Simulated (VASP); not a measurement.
The system is Si.

```
Si
1.0
     3.62319    0.00000    0.00000
    -1.81160    3.13778    0.00000
     0.00000    0.00000   23.70668
Si
16
Cartesian
  0.0000 2.0919 4.8125
  1.8116 1.0459 16.6658
  0.0000 2.0919 13.7025
  1.8116 1.0459 1.8491
  0.0000 0.0000 22.5925
  0.0000 0.0000 10.7391
  0.0000 2.0919 19.6291
  1.8116 1.0459 7.7758
  0.0000 2.0919 21.8576
  1.8116 1.0459 10.0042
  0.0000 0.0000 1.1142
  0.0000 0.0000 12.9676
  0.0000 2.0919 7.0409
  1.8116 1.0459 18.8942
  0.0000 2.0919 15.9309
  1.8116 1.0459 4.0775
```

The cell was built from a structure type or drawn by symmetry, and may not be a known phase.

```yaml
Program: VASP 6.6.1
Task: relaxation of cell and atoms
Functional: PBE
Potentials_or_basis: VASP PAW PBE potentials, release 64 (Si)
Cutoff: 600 eV
k_mesh: 6 × 6 × 1
Occupations: gaussian, width 0.1 eV
Spin: no spin polarisation
```

At the start: pressure 25.8 GPa; volume 16.84 Å³/atom.

Where does the relaxation end?

Over 8 steps the energy falls by 245.1 meV/atom and the volume is 20.45 Å³/atom (+21.4 %); space group P6_3/mmc (No. 194, to 0.1 Å) before and after.

The path:
```csv
step,energy change (eV),largest force (eV/Å),pressure (GPa),volume (Å³)
1,0.0000,0.2045,25.76,269.52
2,-1.4936,0.1214,-10.57,389.54
3,-3.9182,0.0731,-0.33,328.14
4,-3.9196,0.0705,0.00,326.89
5,-3.9184,0.0702,0.33,325.67
6,-3.9195,0.0636,0.32,325.76
7,-3.9197,0.0474,0.32,325.73
8,-3.9211,0.0280,-0.07,327.20
```

Final structure:
```xyz
16
Lattice="3.8666 0.0000 0.0000 -1.9333 3.3486 0.0000 0.0000 0.0000 25.2713" Properties=species:S:1:pos:R:3 pbc="T T T"
Si    0.0000    2.2324    5.1264
Si    1.9333    1.1162   17.7621
Si    0.0000    2.2324   14.6092
Si    1.9333    1.1162    1.9735
Si    0.0000    0.0000   24.0864
Si    0.0000    0.0000   11.4507
Si    0.0000    2.2324   20.9324
Si    1.9333    1.1162    8.2967
Si    0.0000    2.2324   23.2978
Si    1.9333    1.1162   10.6622
Si   -1.9333    3.3486    1.1850
Si    0.0000    0.0000   13.8206
Si    0.0000    2.2324    7.5093
Si    1.9333    1.1162   20.1449
Si    0.0000    2.2324   16.9746
Si    1.9333    1.1162    4.3389
```

Caveat: the volume moved by over 15 % at a fixed basis, so the end points are rough.
